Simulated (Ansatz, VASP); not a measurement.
MgB2 in VASP and in Ansatz

The input INCAR:

```
PREC = Accurate ; ENCUT = 520
EDIFF = 1E-8 ; ISMEAR = -1
SIGMA = 0.05 ; LREAL = False
LASPH = True ; NELM = 100
ALGO = Normal ; ISIF = 2
LWAVE = False ; LCHARG = False
GGA = PE ; LEFG = True
NBANDS = 11
```

File KPOINTS:

```
regular mesh
0
Gamma
  12 12 9
```

File POSCAR:

```
MgB2
1.0
    3.0952499526      0.0000000000      0.0000000000
   -1.5476249763      2.6805650900      0.0000000000
    0.0000000000      0.0000000000      3.5347044049
Mg B
1 2
Direct
    0.0000000000      0.0000000000      0.0000000000
    0.3333333333      0.6666666667      0.5000000000
    0.6666666667      0.3333333333      0.5000000000
```

Input for Ansatz:

```yaml
crystal:
  lattice:
    - [3.0952499526, 0.0, 0.0]
    - [-1.5476249763, 2.68056509, 0.0]
    - [0.0, 0.0, 3.5347044049]
  atoms:
    - { symbol: Mg, position: [0.0, 0.0, 0.0] }
    - { symbol: B, position: [0.3333333333, 0.6666666667, 0.5] }
    - { symbol: B, position: [0.6666666667, 0.3333333333, 0.5] }
kpoints:
  mp_grid: { grid: [12, 12, 9] }
scf:
  occupations: { method: fermi_dirac, width: 0.05 }
hamiltonian:
  xc: pbe
  pseudopotentials: { kind: paw }
output:
  forces: true
  stress: true
  eigenvalues: true
  efg: { contact_densities: true }
```

Change from the starting cell: volume scaled by 1.01, PAW files.

Alike in both runs: task electric field gradients; functional PBE; k mesh 12 × 12 × 9; occupations fermi-dirac, width 0.05 eV; no spin polarisation.

|  | VASP | Ansatz |
| --- | --- | --- |
| version | VASP 6.6.1 | Ansatz 0.2.0 |
| potentials or method | VASP PAW PBE potentials, release 64 (Mg, B) | PAW with Ansatz's default frozen-core files, scalar-relativistic |
| plane-wave cutoff (eV) | 520 | 420 |
| valence electrons in the cell | 8 | 16 |

|  | VASP | Ansatz | Ansatz less VASP |
| --- | --- | --- | --- |
| pressure (GPa) | -2.7 | -2.5 | +0.26 |
| traceless stress, the component that is largest in VASP (GPa) | 0.66 | 0.79 | +0.125 |
| size of Vzz on the site where it differs most (V/Å²) | 0.1 | 2.7 | +2.57 |

With one functional, cell and mesh, what is left measures potentials, basis and numerics. VASP's potentials hold 8 valence electrons a cell and Ansatz's 16, so a difference there can come from the potentials and not from the codes.
